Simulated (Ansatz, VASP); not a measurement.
## One calculation of Se3Br, two programs

File INCAR:

```
PREC     = Accurate       # precision mode
ENCUT    = 520            # plane-wave cutoff, eV
EDIFF    = 1E-6           # SCF threshold, eV
ISMEAR   = 0              # smearing method
SIGMA    = 0.1            # smearing width, eV
LREAL    = False          # projectors in reciprocal space
LASPH    = True           # aspherical terms in the spheres
NELM     = 60             # most SCF steps
ALGO     = Normal         # electronic algorithm
ISIF     = 2              # what is computed and relaxed
LWAVE    = False          # write WAVECAR
LCHARG   = False          # write CHGCAR
GGA      = PE             # functional
NBANDS   = 20             # bands
```

File KPOINTS:

```
Automatic mesh
0
Gamma
  12 12 12
```

The input POSCAR:

```
Se3Br
1.0
   -1.9012420000      1.9012420000      8.4819000000
    1.9012420000     -1.9012420000      8.4819000000
    1.9012420000      1.9012420000     -8.4819000000
Se Br
3 1
Direct
    0.2500000000      0.7500000000      0.5000000000
    0.7500000000      0.2500000000      0.5000000000
    0.5000000000      0.5000000000      0.0000000000
    0.0000000000      0.0000000000      0.0000000000
```

Input for Ansatz:

```yaml
crystal:
  lattice:
    - [-1.901242, 1.901242, 8.4819]
    - [1.901242, -1.901242, 8.4819]
    - [1.901242, 1.901242, -8.4819]
  atoms:
    - { symbol: Se, position: [0.25, 0.75, 0.5] }
    - { symbol: Se, position: [0.75, 0.25, 0.5] }
    - { symbol: Se, position: [0.5, 0.5, 0.0] }
    - { symbol: Br, position: [0.0, 0.0, 0.0] }
basis:
  ecutwfc: 420
kpoints:
  mp_grid: { grid: [12, 12, 12] }
hamiltonian:
  xc: pbe
scf:
  occupations: { method: gaussian, width: 0.1 }
output:
  forces: true
  stress: true
  eigenvalues: true
```

Alike in both runs: task single point; functional PBE; k mesh 12 × 12 × 12; occupations gaussian, width 0.1 eV; no spin polarisation.

|  | VASP | Ansatz |
| --- | --- | --- |
| version | VASP 6.6.1 | Ansatz 0.2.0 |
| potentials or method | VASP PAW PBE potentials, release 64 (Se, Br), cutoff 520 eV | scalar-relativistic, plane waves, PAW |
| valence electrons in the cell | 25 | 55 |

|  | VASP | Ansatz | Ansatz less VASP |
| --- | --- | --- | --- |
| gap on the k mesh at the Fermi level (eV) | none | none | - |
| pressure (GPa) | 0.2 | 0.2 | -0.01 |

A gap of «none» marks a metal or a gap that the smearing closes. VASP's potentials hold 25 valence electrons a cell and Ansatz's 55, so a difference there can come from the potentials and not from the codes.
